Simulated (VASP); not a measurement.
Input of a VASP 6.6.1 run:

File INCAR:

```
ALGO = Normal ; EDIFF = 1E-6
ENCUT = 520 ; GGA = PS
ISIF = 2 ; ISMEAR = 0
LASPH = True ; LCHARG = False
LREAL = False ; LWAVE = False
NBANDS = 35 ; NELM = 80
PREC = Accurate ; SIGMA = 0.1
```

File KPOINTS:

```
k-points
0
Gamma
  12 12 4
```

The input POSCAR:

```
Hf2S
1.0
    3.4233639517      0.0000000000      0.0000000000
   -1.7116819759      2.9647201486      0.0000000000
    0.0000000000      0.0000000000     11.8153263650
Hf S
4 2
Direct
    0.6666666667      0.3333333333      0.8983447897
    0.3333333333      0.6666666667      0.3983447897
    0.6666666667      0.3333333333      0.6016552103
    0.3333333333      0.6666666667      0.1016552103
    0.0000000000      0.0000000000      0.7500000000
    0.0000000000      0.0000000000      0.2500000000
```

Potentials or basis: VASP PAW PBE potentials, release 64 (Hf_pv, S).

The run is started by

```console
$ cat potpaw_PBE.64/Hf_pv/POTCAR potpaw_PBE.64/S/POTCAR > POTCAR
$ mpirun -np 1 vasp_std > vasp.out
```

Problem. What does it give for the band gap on the k mesh?

Solution. Zero (bands 26 and 27 overlap by 0.98 eV).

Problem. What does it give for the pressure?

Solution. -7.8 GPa.

Problem. Estimate the largest force.

Solution. 0.005 eV/Å.

Forces in eV/Å, atoms in the order of the input:
```
Hf   0.000  0.000 -0.005
Hf   0.000  0.000 -0.005
Hf   0.000  0.000  0.005
Hf   0.000  0.000  0.005
S    0.000  0.000  0.000
S    0.000  0.000  0.000
```

Caveat: the cell stands under tension; the PAW data sets were made with another functional, which shifts forces and pressure a little; spin-orbit coupling is left out, which moves the levels of the heavy elements.
